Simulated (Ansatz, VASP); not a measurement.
**One calculation of RuBrCl4, two programs**

```xyz
6
Lattice="0.0000 4.0672 4.0672 4.0672 0.0000 4.0672 4.0672 4.0672 0.0000" Properties=species:S:1:pos:R:3 pbc="T T T"
Ru    0.0000    0.0000    0.0000
Br    6.1007    6.1007    6.1007
Cl    3.0470    5.0873    5.0873
Cl    3.0470    3.0470    3.0470
Cl    5.0873    3.0470    5.0873
Cl    5.0873    5.0873    3.0470
```

Change from the starting cell: species swapped into the Be4AlNi type (F-43m, No. 216).

Alike in both runs: functional PBE; k mesh 8 × 8 × 8; occupations gaussian, width 0.1 eV; collinear spin.

Ansatz relaxed the structure, and its values are those at the end. VASP's run is a single point on that final structure, the one shown.

|  | VASP | Ansatz |
| --- | --- | --- |
| version | VASP 6.6.1 | Ansatz 0.2.0 |
| potentials or method | VASP PAW PBE potentials, release 64 (Ru_pv, Br, Cl), cutoff 520 eV | scalar-relativistic, plane waves, PAW |
| valence electrons in the cell | 49 | 51 |

|  | VASP | Ansatz | Ansatz less VASP |
| --- | --- | --- | --- |
| gap on the k mesh at the Fermi level (eV) | none | none | - |
| pressure (GPa) | 0.2 | 0.0 | -0.22 |
| rms of the force components (eV/Å) | 0.023 | 0.005 | -0.0187 |
| net moment per atom (μB) | 0.54 | 0.55 | +0.012 |
| size of the moment on the site where the two differ most (μB) | 3.18 | 3.33 | +0.145 |

Site moments also hang on the region over which each program counts them. A gap of «none» marks a metal or a gap that the smearing closes. With one functional, cell and mesh, what is left measures potentials, basis and numerics. VASP's potentials hold 49 valence electrons a cell and Ansatz's 51, so a difference there can come from the potentials and not from the codes.
